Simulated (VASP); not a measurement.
Ti2O, 3 atoms in the cell. It takes space group P-3m1 (No. 164, trigonal). The conventional cell has a = 2.731 Å, b = 2.731 Å, c = 5.280 Å, α = 90.00°, β = 90.00°, γ = 120.00°. Ti (site symmetry 3m) has 3 O at 2.13 Å and 9 Ti at 2.73 to 2.89 Å within 2.9 Å. Within 2.8 Å of O (site symmetry -3m) lie 6 Ti at 2.13 Å and 6 O at 2.73 Å.  This cell differs from its parent crystal: strain -0.080 along x and y, +0.080 along z.

```yaml
Program: VASP 6.6.1
Task: single point
Functional: r2SCAN
Potentials_or_basis: VASP PAW PBE potentials, release 64 (Ti_sv, O)
Cutoff: 660 eV
k_mesh: 18 × 18 × 10
Occupations: gaussian, width 0.15 eV
Spin: no spin polarisation
Hubbard_terms: Ti d U = 4.0 eV
Dipole_correction: no
Further_INCAR_settings: ALGO = Normal; EDIFF = 1e-06; NBANDS = 22
```

Potentials or basis: VASP PAW PBE potentials, release 64 (Ti_sv, O).

Command:

```sh
$ cat potpaw_PBE.64/Ti_sv/POTCAR potpaw_PBE.64/O/POTCAR > POTCAR
$ cp INCAR.step1 INCAR
$ mpirun -np 1 vasp_std > vasp.out
$ cp INCAR.step2 INCAR
$ mpirun -np 1 vasp_std > vasp.out
```

Hardware: 1 thread of Intel(R) Xeon(R) Platinum 8488C (Sapphire Rapids), with other jobs on the host.

Problem. Estimate the wall time of this run.

Solution. Run time: 12 min on 1 thread of Intel(R) Xeon(R) Platinum 8488C (Sapphire Rapids), with other jobs on the host, peak memory 0.42 GiB. Counts: k points 330.
